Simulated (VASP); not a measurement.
# Cu (Cmcm) in VASP: settings compared, part 2 of 2

VASP 6.6.1.

## (4) Single point, PBE

This run uses another cell than the first one, of 11.99 Å³/atom.

Input file INCAR:

```
SYSTEM = Cu
PREC = Accurate
ENCUT = 520
EDIFF = 1E-6
ISMEAR = 1
SIGMA = 0.1
LREAL = .False.
LASPH = .True.
NELM = 80
ALGO = Normal
ISIF = 2
LWAVE = .False.
LCHARG = .False.
GGA = PE
NBANDS = 18
```

Input file KPOINTS:

```
regular mesh
0
Gamma
  9 9 9
  0 0 0
```

Input file POSCAR:

```
Cu
1.0
    1.2184636900     -3.9763780104      0.0000000000
    1.2184636900      3.9763780104      0.0000000000
    0.0000000000      0.0000000000      2.4754955235
Cu
2
Direct
    0.8661333500      0.1338666500      0.7500000000
    0.1338666500      0.8661333500      0.2500000000
```

Potentials or basis: VASP PAW PBE potentials, release 64 (Cu).

Started as:

```bash
cat potpaw_PBE.64/Cu/POTCAR > POTCAR
mpirun -np 1 vasp_std > vasp.out
```

OUTCAR:

```text
SYSTEM = Cu
   PREC = Accurate
   ENCUT = 520
   EDIFF = 1E-6
   ISMEAR = 1
   LREAL = .False.
   LASPH = .True.
   NELM = 80
   ISIF = 2
   GGA = PE

 ion  position               nearest neighbor table
   1  0.866  0.134  0.750-   2 2.46   2 2.46   2 2.54   2 2.54   2 2.54   2 2.54
   2  0.134  0.866  0.250-   1 2.46   1 2.46   1 2.54   1 2.54   1 2.54   1 2.54

  LATTYP: Found a base centered orthorhombic cell.
 ALAT       =     2.4369273800
 B/A-ratio  =     3.2634357864
 C/A-ratio  =     1.0158265461

  Lattice vectors:

 A1 = (   1.2184636900,  -3.9763780104,   0.0000000000)
 A2 = (   1.2184636900,   3.9763780104,   0.0000000000)
 A3 = (   0.0000000000,   0.0000000000,   2.4754955235)

Analysis of symmetry for initial positions (statically):
=====================================================================
 Subroutine PRICEL returns:
 Original cell was already a primitive cell.

 Routine SETGRP: Setting up the symmetry group for a
 base centered orthorhombic supercell.

 Subroutine GETGRP returns: Found  8 space group operations
 (whereof  4 operations were pure point group operations)
 out of a pool of  8 trial point group operations.

The static configuration has the point symmetry C_2h.
 The point group associated with its full space group is D_2h.

Analysis of symmetry for dynamics (positions and initial velocities):
=====================================================================
 Subroutine PRICEL returns:
 Original cell was already a primitive cell.

 Routine SETGRP: Setting up the symmetry group for a
 base centered orthorhombic supercell.

 Subroutine GETGRP returns: Found  8 space group operations
 (whereof  4 operations were pure point group operations)
 out of a pool of  8 trial point group operations.

The dynamic configuration has the point symmetry C_2h.
 The point group associated with its full space group is D_2h.

 Subroutine INISYM returns: Found  8 space group operations
 (whereof  4 operations are pure point group operations),
 and found     1 'primitive' translations

[... 115 lines left out ...]
  volume/ion in A,a.u.               =      11.99        80.94
  Fermi-wavevector in a.u.,A,eV,Ry     =   1.590566  3.005733 34.421366  2.529899
  Thomas-Fermi vector in A             =   2.689241
   LORBIT       =      0    0 simple, 1 ext, 2 COOP (PROOUT), +10 PAW based schemes
   GGA     = PE    functional components
   LHFCALC =     F    Hartree Fock is set to
   AEXX    =    0.0000 exact exchange contribution
   IVDW    =     0    specifies the selected vdW correction
   LEPSILON=     F    determine dielectric tensor
   LRPA    =     F    only Hartree local field effects (RPA)
 non-spin polarized calculation
 Methfessel and Paxton  Order N= 1 SIGMA  =   0.10
  energy-cutoff  :      520.00
  volume of cell :       23.99
 maximum number of plane-waves:       668
   NGX = 15   NGY = 15   NGZ =  9

 number of electron      21.9999988 magnetization

 Free energy of the ion-electron system (eV)
  ---------------------------------------------------
  ext. energy  EPLUGINS =         0.00000000
  ---------------------------------------------------
  free energy    TOTEN  =        -7.15366627 eV

  energy without entropy =       -7.15377151  energy(sigma->0) =       -7.15370135

 E-fermi :   7.3854     XC(G=0): -12.5995

 val. band max:        7.3450896376   @ k =   0.0000   0.0000   0.0000
 cond. band min:       7.3876826691   @ k =   0.3333   0.3333   0.2222
 fundamental gap:      0.0425930315
 Fermi energy:         7.3853659602

 k-point     1 :       0.0000    0.0000    0.0000
  band No.  band energies     occupation
      1      -1.8436      2.00000
      2       2.4368      2.00000
      3       3.2033      2.00000
      4       3.6812      2.00000
      5       4.3758      2.00000
      6       4.6376      2.00000
[... 481 lines left out ...]
      5       3.9257      2.00000
      6       4.7077      2.00000
[... 10 lines left out ...]
     17      26.3055      0.00000
     18      28.3040      0.00000

 [... further k-points ...]

------------------------ aborting loop because EDIFF is reached ----------------------------------------

  FORCE on cell =-STRESS in cart. coord.  units (eV):
  Direction    XX          YY          ZZ          XY          YZ          ZX
  --------------------------------------------------------------------------------------
  -------------------------------------------------------------------------------------
  Total        1.1219749      0.9005421      1.1607762      0.0000000      0.0000000      0.0000000
  in kB       74.9378669     60.1481407     77.5294474      0.0000000      0.0000000      0.0000000
  external PRESSURE =      70.8718183 kB  Pullay stress =       0.0000000 kB

 VOLUME and BASIS-vectors are now :
 -----------------------------------------------------------------------------
  energy-cutoff  :      520.00
  volume of cell :       23.99
      direct lattice vectors                 reciprocal lattice vectors
     1.218463690 -3.976378010  0.000000000     0.410352811 -0.125742572  0.000000000
     1.218463690  3.976378010  0.000000000     0.410352811  0.125742572  0.000000000
     0.000000000  0.000000000  2.475495523     0.000000000  0.000000000  0.403959527

 POSITION                                       TOTAL-FORCE (eV/Angst)
 -----------------------------------------------------------------------------------
      1.21846     -2.91177      1.85662         0.000000     -0.052397     -0.000000
      1.21846      2.91177      0.61887         0.000000      0.052397      0.000000
 -----------------------------------------------------------------------------------
    total drift:                                0.000000      0.000000      0.000000

  FREE ENERGIE OF THE ION-ELECTRON SYSTEM (eV)
  ---------------------------------------------------
  free  energy   TOTEN  =        -7.1536662702 eV

  energy  without entropy=       -7.1537715107  energy(sigma->0) =       -7.15370135
```

OSZICAR:

```text
N       E                     dE             d eps       ncg     rms          rms(c)
DAV:   1     0.120859535820E+03    0.12086E+03   -0.10599E+04  4892   0.218E+03
DAV:   2    -0.278433730208E+01   -0.12364E+03   -0.11717E+03  4506   0.285E+02
DAV:   3    -0.880771737019E+01   -0.60234E+01   -0.57673E+01  5128   0.852E+01
DAV:   4    -0.887199491322E+01   -0.64278E-01   -0.64235E-01  5342   0.933E+00
DAV:   5    -0.887289622184E+01   -0.90131E-03   -0.90127E-03  5526   0.966E-01    0.107E+01
DAV:   6    -0.785651838779E+01    0.10164E+01   -0.11081E+01  4840   0.942E+01    0.534E+00
DAV:   7    -0.717703280789E+01    0.67949E+00   -0.22034E+00  4854   0.390E+01    0.748E-01
DAV:   8    -0.715831068859E+01    0.18722E-01   -0.23352E-02  6096   0.200E+00    0.512E-01
DAV:   9    -0.715371157637E+01    0.45991E-02   -0.68292E-03  5432   0.227E+00    0.430E-02
DAV:  10    -0.715366555208E+01    0.46024E-04   -0.24956E-04  6738   0.153E-01    0.869E-03
DAV:  11    -0.715366759653E+01   -0.20444E-05   -0.33947E-06  4978   0.179E-02    0.532E-03
DAV:  12    -0.715366656799E+01    0.10285E-05   -0.44834E-07  2936   0.147E-02    0.111E-03
DAV:  13    -0.715366627019E+01    0.29780E-06   -0.11088E-07  2638   0.467E-03
   1 F= -.71536663E+01 E0= -.71537014E+01  d E =0.105241E-03
```

stdout:

```text
POSCAR found type information on POSCAR Cu
 POSCAR found :  1 types and       2 ions
 scaLAPACK will be used
 LDA part: xc-table for (Slater+PW92), standard interpolation
 POSCAR, INCAR and KPOINTS ok, starting setup
 FFT: planning ... GRIDC
 FFT: planning ... GRID_SOFT
 FFT: planning ... GRID
 WAVECAR not read
 entering main loop
```

It took 60 s on 1 thread of Intel Xeon 8259CL, shared host; peak memory 0.18 GiB.

What came out:

```
Free energy            : -7.1537 eV
Pressure               : 7.1 GPa
Largest force          : 0.052 eV/Å
Band gap on the k mesh : zero (bands 11 and 12 overlap by 5.16 eV)
```

Forces in eV/Å, atoms in the order of the input:
```
Cu   0.000 -0.052  0.000
Cu   0.000  0.052  0.000
```

Stress tensor (GPa, compression positive):
```
7.49 0.00 0.00
0.00 6.01 0.00
0.00 0.00 7.75
```

Caveat: the cell stands under pressure.

## (5) Single point, PBE

This run uses another cell than the first one, of 11.99 Å³/atom.

Input file INCAR:

```
  PREC = Accurate
  ENCUT = 520
  EDIFF = 1E-6
  ISMEAR = 1
  SIGMA = 0.1
  LREAL = False
  LASPH = True
  NELM = 100
  ALGO = Normal
  ISIF = 2
  LWAVE = False
  LCHARG = True
  GGA = PE
  LELF = True
  LVHAR = True
  NBANDS = 18
```

Input file KPOINTS:

```
regular mesh
0
Gamma
  9 9 9
```

POSCAR is that of step 4.

Potentials or basis: VASP PAW PBE potentials, release 64 (Cu).

Started as:

```bash
cat potpaw_PBE.64/Cu/POTCAR > POTCAR
mpirun -np 1 vasp_std > vasp.out
```

OUTCAR:

```text
PREC = Accurate
   ENCUT = 520
   EDIFF = 1E-6
   ISMEAR = 1
   LREAL = False
   LASPH = True
   NELM = 100
   ISIF = 2
   GGA = PE

 ion  position               nearest neighbor table
   1  0.866  0.134  0.750-   2 2.46   2 2.46   2 2.54   2 2.54   2 2.54   2 2.54
   2  0.134  0.866  0.250-   1 2.46   1 2.46   1 2.54   1 2.54   1 2.54   1 2.54

  LATTYP: Found a base centered orthorhombic cell.
 ALAT       =     2.4369273800
 B/A-ratio  =     3.2634357864
 C/A-ratio  =     1.0158265461

  Lattice vectors:

 A1 = (   1.2184636900,  -3.9763780104,   0.0000000000)
 A2 = (   1.2184636900,   3.9763780104,   0.0000000000)
 A3 = (   0.0000000000,   0.0000000000,   2.4754955235)

Analysis of symmetry for initial positions (statically):
=====================================================================
 Subroutine PRICEL returns:
 Original cell was already a primitive cell.

 Routine SETGRP: Setting up the symmetry group for a
 base centered orthorhombic supercell.

 Subroutine GETGRP returns: Found  8 space group operations
 (whereof  4 operations were pure point group operations)
 out of a pool of  8 trial point group operations.

The static configuration has the point symmetry C_2h.
 The point group associated with its full space group is D_2h.

Analysis of symmetry for dynamics (positions and initial velocities):
=====================================================================
 Subroutine PRICEL returns:
 Original cell was already a primitive cell.

 Routine SETGRP: Setting up the symmetry group for a
 base centered orthorhombic supercell.

 Subroutine GETGRP returns: Found  8 space group operations
 (whereof  4 operations were pure point group operations)
 out of a pool of  8 trial point group operations.

The dynamic configuration has the point symmetry C_2h.
 The point group associated with its full space group is D_2h.

 Subroutine INISYM returns: Found  8 space group operations
 (whereof  4 operations are pure point group operations),
 and found     1 'primitive' translations

[... 113 lines left out ...]
     AMIX     =   0.40;   BMIX     =  1.00
     AMIX_MAG =   1.60;   BMIX_MAG =  1.00
  volume/ion in A,a.u.               =      11.99        80.94
  Fermi-wavevector in a.u.,A,eV,Ry     =   1.590566  3.005733 34.421366  2.529899
  Thomas-Fermi vector in A             =   2.689241
   LORBIT       =      0    0 simple, 1 ext, 2 COOP (PROOUT), +10 PAW based schemes
   GGA     = PE    functional components
   LHFCALC =     F    Hartree Fock is set to
   AEXX    =    0.0000 exact exchange contribution
   IVDW    =     0    specifies the selected vdW correction
   LEPSILON=     F    determine dielectric tensor
   LRPA    =     F    only Hartree local field effects (RPA)
 non-spin polarized calculation
 Methfessel and Paxton  Order N= 1 SIGMA  =   0.10
  energy-cutoff  :      520.00
  volume of cell :       23.99
 maximum number of plane-waves:       668
   NGX = 15   NGY = 15   NGZ =  9

 number of electron      21.9999988 magnetization

 Free energy of the ion-electron system (eV)
  ---------------------------------------------------
  ext. energy  EPLUGINS =         0.00000000
  ---------------------------------------------------
  free energy    TOTEN  =        -7.15366627 eV

  energy without entropy =       -7.15377151  energy(sigma->0) =       -7.15370135

 E-fermi :   7.3854     XC(G=0): -12.5995

 val. band max:        7.3450896376   @ k =   0.0000   0.0000   0.0000
 cond. band min:       7.3876826691   @ k =   0.3333   0.3333   0.2222
 fundamental gap:      0.0425930315
 Fermi energy:         7.3853659602

 k-point     1 :       0.0000    0.0000    0.0000
  band No.  band energies     occupation
      1      -1.8436      2.00000
      2       2.4368      2.00000
      3       3.2033      2.00000
      4       3.6812      2.00000
      5       4.3758      2.00000
      6       4.6376      2.00000
[... 481 lines left out ...]
      5       3.9257      2.00000
      6       4.7077      2.00000
[... 10 lines left out ...]
     17      26.3055      0.00000
     18      28.3040      0.00000

 [... further k-points ...]

------------------------ aborting loop because EDIFF is reached ----------------------------------------

  FORCE on cell =-STRESS in cart. coord.  units (eV):
  Direction    XX          YY          ZZ          XY          YZ          ZX
  --------------------------------------------------------------------------------------
  -------------------------------------------------------------------------------------
  Total        1.1219749      0.9005421      1.1607762      0.0000000      0.0000000      0.0000000
  in kB       74.9378669     60.1481407     77.5294474      0.0000000      0.0000000      0.0000000
  external PRESSURE =      70.8718183 kB  Pullay stress =       0.0000000 kB

 VOLUME and BASIS-vectors are now :
 -----------------------------------------------------------------------------
  energy-cutoff  :      520.00
  volume of cell :       23.99
      direct lattice vectors                 reciprocal lattice vectors
     1.218463690 -3.976378010  0.000000000     0.410352811 -0.125742572  0.000000000
     1.218463690  3.976378010  0.000000000     0.410352811  0.125742572  0.000000000
     0.000000000  0.000000000  2.475495523     0.000000000  0.000000000  0.403959527

 POSITION                                       TOTAL-FORCE (eV/Angst)
 -----------------------------------------------------------------------------------
      1.21846     -2.91177      1.85662         0.000000     -0.052397     -0.000000
      1.21846      2.91177      0.61887         0.000000      0.052397      0.000000
 -----------------------------------------------------------------------------------
    total drift:                                0.000000      0.000000      0.000000

  FREE ENERGIE OF THE ION-ELECTRON SYSTEM (eV)
  ---------------------------------------------------
  free  energy   TOTEN  =        -7.1536662702 eV

  energy  without entropy=       -7.1537715107  energy(sigma->0) =       -7.15370135
```

It took 76 s on 1 thread of Intel Xeon 8259CL, shared host; peak memory 0.18 GiB.

Results:

```yaml
Free_energy: -7.1537 eV
Pressure: 7.1 GPa
Largest_force: 0.052 eV/Å
Band_gap_on_the_k_mesh: zero (bands 11 and 12 overlap by 5.16 eV)
```

Forces on the atoms (eV/Å):
```
Cu   0.000 -0.052  0.000
Cu   0.000  0.052  0.000
```

Caveat: the cell stands under pressure.

## (6) Summary

| level | cell | k mesh | smearing | gap on the mesh (eV) | pressure (GPa) | largest force (eV/Å) |
| --- | --- | --- | --- | --- | --- | --- |
| PBEsol | a = 4.113, b = 4.113, c = 2.464 Å, angles 90.0, 90.0, 145.8°, 2 atoms | 11 × 11 × 11 | fermi-dirac 0.05 eV | none | 2.7 | - |
| PBE | a = 4.159, b = 4.159, c = 2.475 Å, angles 90.0, 90.0, 145.9°, 2 atoms | 8 × 8 × 8 | methfessel-paxton 0.1 eV | none | 7.0 | 0.05 |
| PBE | a = 4.159, b = 4.159, c = 2.475 Å, angles 90.0, 90.0, 145.9°, 2 atoms | 9 × 9 × 9 | methfessel-paxton 0.1 eV | none | 7.1 | 0.05 |

Alike in all rows: task single point; potentials or basis VASP PAW PBE potentials, release 64 (Cu); no spin polarisation; cutoff (eV) 520.

Caveats: the cell stands under pressure (at least some runs); the PAW data sets were made with another functional, which shifts forces and pressure a little (at least some runs).

Absolute energies hang on the potentials; compare differences alone.
